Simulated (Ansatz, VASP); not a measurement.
BP: VASP beside Ansatz

File INCAR:

```
PREC = Accurate ; ENCUT = 520
EDIFF = 1E-6 ; ISMEAR = 0
SIGMA = 0.02 ; LREAL = F
LASPH = T ; NELM = 60
ALGO = Normal ; ISIF = 2
LWAVE = F ; LCHARG = F
GGA = PS ; NBANDS = 16
```

KPOINTS

```
regular mesh
0
Gamma
  8 8 6
```

POSCAR

```
BP
1.0
    2.2437595563      2.2437595563      0.0000000000
   -2.2437595563      2.2437595563      0.0000000000
    0.0000000000      0.0000000000      4.7236105810
B P
2 2
Direct
    0.0000000000      0.0000000000      0.0000000000
    0.5000000000      0.5000000000      0.5000000000
    0.5000000000      0.0000000000      0.7500000000
    0.0000000000      0.5000000000      0.2500000000
```

Input for Ansatz:

```yaml
crystal:
  lattice:
    - [2.2437595563, 2.2437595563, 0.0]
    - [-2.2437595563, 2.2437595563, 0.0]
    - [0.0, 0.0, 4.723610581]
  atoms:
    - { symbol: B, position: [0.0, 0.0, 0.0] }
    - { symbol: B, position: [0.5, 0.5, 0.5] }
    - { symbol: P, position: [0.5, 0.0, 0.75] }
    - { symbol: P, position: [0.0, 0.5, 0.25] }
basis:
  ecutwfc: 420
kpoints:
  mp_grid: { grid: [8, 8, 6] }
  band_path: { path: [VBM, CBM], npoints: 2 }
hamiltonian:
  xc: pbesol
scf:
  occupations: { method: gaussian, width: 0.02 }
output:
  forces: true
  stress: true
  eigenvalues: true
checkpoint:
  read: start.run
  write: ck
  compress: false
  write_wavefunctions: false
  write_every: 100000
```

Alike in both runs: task single point; functional PBEsol; k mesh 8 × 8 × 6; occupations gaussian, width 0.02 eV; no spin polarisation.

```csv
,VASP,Ansatz
version,VASP 6.6.1,Ansatz 0.2.0
potentials or method,"VASP PAW PBE potentials, release 64 (B, P), cutoff 520 eV","scalar-relativistic, plane waves, PAW"
valence electrons in the cell,16,16
```

```csv
,VASP,Ansatz,Ansatz less VASP
gap on the k mesh at the Fermi level (eV),0.80,0.80,+0.005
least direct gap on the mesh (eV),1.46,1.46,+0.001
pressure (GPa),-4.7,-4.8,-0.10
"traceless stress, the component that is largest in VASP (GPa)",-9.51,-9.51,0.000
```

VASP's potentials were made for PBE, not for PBEsol. With one functional, cell and mesh, what is left measures potentials, basis and numerics.
